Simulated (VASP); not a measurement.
**AlN: single point with PBE**

The system is AlN.

```
Al N
1.0
     3.13024    0.00000    0.08217
    -1.56512    2.71087   -0.04108
     0.13172    0.00000    5.01798
Al N
2 2
Direct
  0.33333 0.66667 0.00173
  0.66667 0.33333 0.50173
  0.33333 0.66667 0.38327
  0.66667 0.33333 0.88327
```

This cell differs from its parent crystal: strain +0.0525 x Voigt [0, 0, 0, 0, 1, 0].

- Program: VASP 6.6.1
- Task: single point
- Functional: PBE
- Potentials or basis: VASP PAW PBE potentials, release 64 (Al, N)
- Cutoff: 520 eV
- k mesh: 12 × 12 × 6
- Occupations: gaussian, width 0.05 eV
- Spin: no spin polarisation
- Dipole correction: no
- Further INCAR settings: ALGO = Normal; EDIFF = 1e-07; NBANDS = 16

```json
{"Pressure": "-0.1 GPa", "Largest force": "0.261 eV/Å", "Band gap on the k mesh": "3.94 eV, direct"}
```

Forces on the atoms (eV/Å):
```
Al  -0.256  0.037  0.018
Al  -0.256 -0.037  0.018
N    0.256  0.046 -0.018
N    0.256 -0.046 -0.018
```

Stress tensor (GPa, compression positive):
```
-0.20  0.00 -6.54
 0.00 -0.16  0.00
-6.54  0.00  0.15
```

Levels at points of the mesh, in eV from the valence-band top:
```csv
k point,band 5,band 6,band 7,band 8,band 9,band 10,band 11,band 12
"(0.00, 0.00, 0.00)",-0.92,-0.34,-0.27,0.00,3.94,6.43,10.31,10.93
"(0.50, 0.00, 0.00)",-3.30,-2.13,-1.82,-0.75,5.64,5.73,7.88,10.08
"(0.00, 0.50, 0.00)",-3.37,-2.12,-1.83,-0.75,5.68,5.69,7.78,10.05
"(0.00, 0.00, 0.50)",-0.70,-0.70,-0.51,-0.51,6.20,6.20,10.10,10.10
"(0.50, 0.00, 0.50)",-1.66,-1.55,-1.47,-1.19,5.02,5.30,8.73,9.46
"(0.00, 0.50, 0.50)",-1.58,-1.58,-1.35,-1.35,5.16,5.16,9.08,9.08
```

It took 61 s on 1 thread of Intel(R) Xeon(R) 6975P-C (Granite Rapids) (shared host), peak memory 0.25 GiB.

Caveat: the cell differs from its parent crystal (strain +0.0525 x Voigt [0, 0, 0, 0, 1, 0]). A k mesh can miss the band edges.
